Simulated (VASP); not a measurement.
# InSe in VASP: a series of runs

Runs on InSe. Level: PBE+D3(BJ). Tasks: single point.

All numbers are computed with VASP 6.6.1; they aren't measurements. Logs are shortened: lines on timing, memory, paths and dates and some standing lists are left out, and cuts for length are marked.

**1. The cell of the first run**

The cell holds a slab with vacuum, 4 atoms: a = 3.960 Å, b = 3.960 Å, c = 36.720 Å, α = 90.00°, β = 90.00°, γ = 120.00°.

**2. Single point, PBE+D3(BJ)**

The input, INCAR:

```
SYSTEM = InSe
PREC = Accurate
ENCUT = 520
EDIFF = 1E-6
ISMEAR = 0
SIGMA = 0.02
LREAL = .False.
LASPH = .True.
NELM = 100
ALGO = Normal
ISIF = 2
LWAVE = .False.
LCHARG = .False.
LDIPOL = .True.
IDIPOL = 3
DIPOL = 0.5 0.5 0.500
GGA = PE
IVDW = 12
NBANDS = 27
```

The input, KPOINTS:

```
regular mesh
0
Gamma
  9 9 1
  0 0 0
```

The input, POSCAR:

```
InSe
1.0
    3.9600000000      0.0000000000      0.0000000000
   -1.9800000000      3.4294605990      0.0000000000
    0.0000000000      0.0000000000     36.7199571806
Se In
2 2
Direct
    0.0000000000      0.0000000000      0.4234745921
    0.0000000000      0.0000000000      0.5764976464
    0.6666666667      0.3333333333      0.4602840497
    0.6666666667      0.3333333333      0.5396882496
```

Potentials or basis: VASP PAW PBE potentials, release 64 (Se, In_d).

The run is started by

```
$ cat potpaw_PBE.64/Se/POTCAR potpaw_PBE.64/In_d/POTCAR > POTCAR
$ mpirun -np 1 vasp_std > vasp.out
```

OUTCAR:

```text
SYSTEM = InSe
   PREC = Accurate
   ENCUT = 520
   EDIFF = 1E-6
   ISMEAR = 0
   LREAL = .False.
   LASPH = .True.
   NELM = 100
   ISIF = 2
   GGA = PE
   IVDW = 12
 IVDW          = 12

 ion  position               nearest neighbor table
   1  0.000  0.000  0.423-   3 2.66   3 2.66   3 2.66
   2  0.000  0.000  0.576-   4 2.66   4 2.66   4 2.66
   3  0.667  0.333  0.460-   1 2.66   1 2.66   1 2.66   4 2.92
   4  0.667  0.333  0.540-   2 2.66   2 2.66   2 2.66   3 2.92

  LATTYP: Found a hexagonal cell.
 ALAT       =     3.9600000000
 C/A-ratio  =     9.2727164597

  Lattice vectors:

 A1 = (   3.9600000000,   0.0000000000,   0.0000000000)
 A2 = (  -1.9800000000,   3.4294605990,   0.0000000000)
 A3 = (   0.0000000000,   0.0000000000,  36.7199571806)

Analysis of symmetry for initial positions (statically):
=====================================================================
 Subroutine PRICEL returns:
 Original cell was already a primitive cell.

 Routine SETGRP: Setting up the symmetry group for a
 hexagonal supercell.

 Subroutine GETGRP returns: Found 12 space group operations
 (whereof  6 operations were pure point group operations)
 out of a pool of 24 trial point group operations.

The static configuration has the point symmetry C_3v.
 The point group associated with its full space group is D_3h.

Analysis of symmetry for dynamics (positions and initial velocities):
=====================================================================
 Subroutine PRICEL returns:
 Original cell was already a primitive cell.

 Routine SETGRP: Setting up the symmetry group for a
 hexagonal supercell.

 Subroutine GETGRP returns: Found 12 space group operations
 (whereof  6 operations were pure point group operations)
 out of a pool of 24 trial point group operations.

The dynamic configuration has the point symmetry C_3v.
 The point group associated with its full space group is D_3h.

 Subroutine INISYM returns: Found 12 space group operations
 (whereof  6 operations are pure point group operations),
 and found     1 'primitive' translations

----------------------------------------------------------------------------------------

                                     Primitive cell

  volume of cell :     498.6814

  direct lattice vectors                    reciprocal lattice vectors
     3.960000000  0.000000000  0.000000000     0.252525253  0.145795523  0.000000000
    -1.980000000  3.429460599  0.000000000     0.000000000  0.291591045  0.000000000
     0.000000000  0.000000000 36.719957181     0.000000000  0.000000000  0.027233147
[... 84 lines left out ...]
   TEBEG  =    0.0;   TEEND  =   0.0 temperature during run
   PSTRESS=    0.0 pullay stress
   NELECT =      38.0000    total number of electrons
   NUPDOWN=      -1.0000    fix difference up-down
   EMIN   =  10.00;   EMAX   =-10.00  energy-range for DOS
   EFERMI =   0.00;   METHOD = LEGACY
   ISMEAR =     0;   SIGMA  =   0.02  broadening in eV -4-tet -1-fermi 0-gaus
   EFERMI_NEDOS =   21; number of points for ismear=-14 and -15
   IALGO  =     38    algorithm
   IMIX   =      4    mixing-type and parameters
     AMIX     =   0.40;   BMIX     =  1.00
     AMIX_MAG =   1.60;   BMIX_MAG =  1.00
  volume/ion in A,a.u.               =     124.67       841.32
  Fermi-wavevector in a.u.,A,eV,Ry     =   0.694057  1.311577  6.554127  0.481715
  Thomas-Fermi vector in A             =   1.776443
   LORBIT       =      0    0 simple, 1 ext, 2 COOP (PROOUT), +10 PAW based schemes
   GGA     = PE    functional components
   LHFCALC =     F    Hartree Fock is set to
   AEXX    =    0.0000 exact exchange contribution
   IVDW    =    12    specifies the selected vdW correction
   LEPSILON=     F    determine dielectric tensor
   LRPA    =     F    only Hartree local field effects (RPA)
 non-spin polarized calculation
 Gauss-broadening in eV      SIGMA  =   0.02
  energy-cutoff  :      520.00
  volume of cell :      498.68
 maximum number of plane-waves:     13559
 NGX is ok and might be reduce to    30
   NGX = 15   NGY = 15   NGZ =137

 dipolmoment           0.000000      0.000000      0.000000 electrons x Angstroem

 number of electron      37.9999989 magnetization

 dipolmoment           0.000000      0.000000     -0.000013 electrons x Angstroem

 Free energy of the ion-electron system (eV)
  ---------------------------------------------------
  ext. energy  EPLUGINS =         0.00000000
  ---------------------------------------------------
  free energy    TOTEN  =       -14.13989050 eV

  energy without entropy =      -14.13989050  energy(sigma->0) =      -14.13989050

 E-fermi :  -3.8106     XC(G=0):  -2.3924

 val. band max:       -3.9232996705   @ k =   0.1111   0.1111   0.0000
 cond. band min:      -2.0825819394   @ k =   0.0000   0.0000   0.0000
 fundamental gap:      1.8407177312
 Fermi energy:        -3.8106498295

 k-point     1 :       0.0000    0.0000    0.0000
  band No.  band energies     occupation
      1     -17.6840      2.00000
      2     -17.5711      2.00000
      3     -17.5711      2.00000
      4     -17.5228      2.00000
      5     -17.5228      2.00000
      6     -17.4855      2.00000
[... 349 lines left out ...]
     26       4.1461      0.00000
     27       4.3509      0.00000

------------------------ aborting loop because EDIFF is reached ----------------------------------------

 vacuum level on the upper side and lower side of the slab       (xc-potential included)        -0.007        -0.007

 Edisp (eV)   -0.89418

 E8    (eV) :    -0.4305

  FORCE on cell =-STRESS in cart. coord.  units (eV):
  Direction    XX          YY          ZZ          XY          YZ          ZX
  --------------------------------------------------------------------------------------
  -------------------------------------------------------------------------------------
  Total       0.80266     0.80266    -1.92657     0.00000     0.00000     0.00000
  in kB       2.57882     2.57882    -6.18975     0.00000     0.00000     0.00000
  external pressure =       -0.34 kB  Pullay stress =        0.00 kB

 VOLUME and BASIS-vectors are now :
 -----------------------------------------------------------------------------
  energy-cutoff  :      520.00
  volume of cell :      498.68
      direct lattice vectors                 reciprocal lattice vectors
     3.960000000  0.000000000  0.000000000     0.252525253  0.145795523  0.000000000
    -1.980000000  3.429460599  0.000000000     0.000000000  0.291591045  0.000000000
     0.000000000  0.000000000 36.719957181     0.000000000  0.000000000  0.027233147

 POSITION                                       TOTAL-FORCE (eV/Angst)
 -----------------------------------------------------------------------------------
      0.00000      0.00000     15.54997        -0.000000      0.000000      0.133684
      0.00000      0.00000     21.16897        -0.000000      0.000000     -0.133684
      1.98000      1.14315     16.90161         0.000000     -0.000000      0.395891
      1.98000      1.14315     19.81733         0.000000     -0.000000     -0.395891
 -----------------------------------------------------------------------------------
    total drift:                               -0.000000      0.000000     -0.001689

  FREE ENERGIE OF THE ION-ELECTRON SYSTEM (eV)
  ---------------------------------------------------
  free  energy   TOTEN  =       -15.0340678125 eV

  energy  without entropy=      -15.0340678125  energy(sigma->0) =      -15.03406781

 vacuum level on the upper side and lower side of the slab         2.168         2.168
```

OSZICAR:

```text
N       E                     dE             d eps       ncg     rms          rms(c)
DAV:   1     0.296392521523E+03    0.29639E+03   -0.14418E+04   720   0.106E+03
DAV:   2     0.202635896947E+02   -0.27613E+03   -0.27094E+03   787   0.265E+02
DAV:   3    -0.134080181143E+02   -0.33672E+02   -0.33007E+02   853   0.115E+02
[... 14 lines left out ...]
DAV:  18    -0.141398790134E+02   -0.13201E-04   -0.26203E-07   577   0.283E-03    0.112E-03
DAV:  19    -0.141398848202E+02   -0.58068E-05   -0.84716E-08   569   0.201E-03    0.330E-04
DAV:  20    -0.141398885105E+02   -0.36903E-05   -0.13955E-07   550   0.103E-03    0.305E-04
DAV:  21    -0.141398899678E+02   -0.14573E-05   -0.28599E-08   545   0.692E-04    0.125E-04
DAV:  22    -0.141398904951E+02   -0.52738E-06   -0.77044E-09   515   0.535E-04
   1 F= -.15034068E+02 E0= -.15034068E+02  d E =-.139827E-16
```

It took 5.1 min on 1 thread of Intel Xeon Platinum 8375C at 2.90GHz (Ice Lake), shared host; peak memory 0.59 GiB.

What came out:

| Quantity | Value |
| --- | --- |
| Free energy | -15.0341 eV |
| Largest force | 0.396 eV/Å |
| Band gap on the k mesh | 1.84 eV (least direct gap 1.93 eV) |
| Dispersion energy per atom | -0.224 eV |

Forces in eV/Å, atoms in the order of the input:
```
Se   0.000  0.000  0.134
Se   0.000  0.000 -0.134
In   0.000  0.000  0.396
In   0.000  0.000 -0.396
```

Caveat: spin-orbit coupling is left out, which moves the levels of the heavy elements.

(Part 1 of 2 ends here.)
